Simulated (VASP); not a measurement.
Input of a VASP 6.6.1 run:

File INCAR:

```
ALGO = Normal
EDIFF = 1E-7
ENCUT = 520
GGA = PE
ISIF = 2
ISMEAR = 0
ISPIN = 2
IVDW = 12
LASPH = True
LCHARG = True
LELF = True
LORBIT = 11
LREAL = False
LVHAR = True
LWAVE = False
MAGMOM = 0 1 1 1 1 1 1 1 1
NBANDS = 35
NELM = 150
PREC = Accurate
SIGMA = 0.1
```

The input KPOINTS:

```
k-points
0
Gamma
  6 6 4
```

File POSCAR:

```
CaC8
1.0
    4.9987300000      0.0000000000      0.0000000000
   -2.4993650000      4.3290272000      0.0000000000
    0.0000000000      0.0000000000      4.3680331000
Ca C
1 8
Direct
    0.0000000000      0.0000000000      0.5000000000
    0.3355140000      0.1677570000      0.0000000000
    0.3333333000      0.6666667000      0.0000000000
    0.8322430000      0.1677570000      0.0000000000
    0.8322430000      0.6644860000      0.0000000000
    0.1677570000      0.3355140000      0.0000000000
    0.1677570000      0.8322430000      0.0000000000
    0.6666667000      0.3333333000      0.0000000000
    0.6644860000      0.8322430000      0.0000000000
```

Potentials or basis: VASP PAW PBE potentials, release 64 (Ca_sv, C).

Run with:

```bash
$ cat potpaw_PBE.64/Ca_sv/POTCAR potpaw_PBE.64/C/POTCAR > POTCAR
$ mpirun -np 1 vasp_std > vasp.out
```

Question: Predict the largest force.

Answer: 0.008 eV/Å.

Question: Predict the dispersion energy per atom.

Answer: -0.151 eV.

Forces in eV/Å, atoms in the order of the input:
```
Ca   0.000  0.000  0.000
C    0.007  0.004  0.000
C    0.000  0.000  0.000
C   -0.007  0.004  0.000
C    0.000 -0.008  0.000
C    0.000  0.008  0.000
C    0.007 -0.004  0.000
C    0.000  0.000  0.000
C   -0.007 -0.004  0.000
```
